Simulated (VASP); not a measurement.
Be: relaxation of the atoms with PBE

System: Be, a slab with vacuum.

```
CELL_PARAMETERS angstrom
2.26131 0.00000 0.00000
-1.13065 1.95835 0.00000
0.00000 0.00000 23.13800
ATOMIC_POSITIONS crystal
Be 0.00000 0.00000 0.34205
Be 0.33333 0.66667 0.42188
Be 0.00000 0.00000 0.50000
Be 0.33333 0.66667 0.57812
Be 0.00000 0.00000 0.65795
```

```
Program                : VASP 6.6.1
Task                   : relaxation of the atoms
Functional             : PBE
Potentials or basis    : VASP PAW PBE potentials, release 64 (Be)
Cutoff                 : 520 eV
k mesh                 : 21 × 21 × 1
Occupations            : fermi-dirac, width 0.05 eV
Spin                   : no spin polarisation
Dipole correction      : yes
Further INCAR settings : ALGO = Normal; EDIFF = 1e-06; IBRION = 2; EDIFFG = -0.01; NSW = 32
```

* Largest force after relaxing: 0.005 eV/Å
* Band gap on the k mesh: zero (bands 5 and 6 overlap by 3.13 eV)

Forces on the atoms (eV/Å):
```
Be   0.000  0.000 -0.003
Be   0.000  0.000 -0.005
Be   0.000  0.000  0.000
Be   0.000  0.000  0.005
Be   0.000  0.000  0.003
```

Final structure:
```
Be
1.0
     2.26131    0.00000    0.00000
    -1.13065    1.95835    0.00000
     0.00000    0.00000   23.13800
Be
5
Direct
  0.00000 0.00000 0.34205
  0.33333 0.66667 0.42188
  0.00000 0.00000 0.50000
  0.33333 0.66667 0.57812
  0.00000 0.00000 0.65795
```

Levels at points of the mesh, in eV from the Fermi level:
| k point | band 1 | band 2 | band 3 | band 4 | band 5 | band 6 | band 7 | band 8 | band 9 |
| --- | --- | --- | --- | --- | --- | --- | --- | --- | --- |
| (0.00, 0.00, 0.00) | -10.32 | -9.28 | -7.85 | -5.98 | -3.00 | -2.29 | 3.08 | 4.63 | 5.13 |

Run time: 3 min on 1 thread of Intel Xeon 8259CL, on a shared host, peak memory 0.23 GiB.

Caveat: the relaxation stopped at its first step, so nothing moved.
